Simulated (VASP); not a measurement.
Crystal: Eu.

```
Eu
1.0
    -2.22747    2.22747    2.22747
     2.22747   -2.22747    2.22747
     2.22747    2.22747   -2.22747
Eu
1
Direct
  0.00000 0.00000 0.00000
```

Base run:

| Quantity | Value |
| --- | --- |
| Program | VASP 6.6.1 |
| Functional | r2SCAN |
| Potentials or basis | VASP PAW PBE potentials, release 64 (Eu) |
| Cutoff | 520 eV |
| k mesh | 6 × 6 × 6 |
| Occupations | fermi-dirac, width 0.05 eV |
| Spin | collinear spin, ferromagnetic start |
| Starting moments | [7.31] μB |

Its results: pressure -0.4 GPa; net moment 7.64 μB per cell; site moments Eu +6.68 μB.

**Question.** After a change of settings the same cell gave: pressure -0.8 GPa; net moment 8.04 μB per cell; site moments Eu +6.76 μB. Which change was it?
A. k mesh from 6 × 6 × 6 to 5 × 5 × 5
B. k mesh from 6 × 6 × 6 to 3 × 3 × 3
C. k mesh from 6 × 6 × 6 to 10 × 10 × 10
D. k mesh from 6 × 6 × 6 to 10 × 10 × 10; occupations from fermi-dirac, width 0.05 eV to fermi-dirac, width 0.01 eV

**Answer.** B.

Caveats: some runs use coarse meshes; the PAW data sets were made with another functional, which shifts forces and pressure a little.
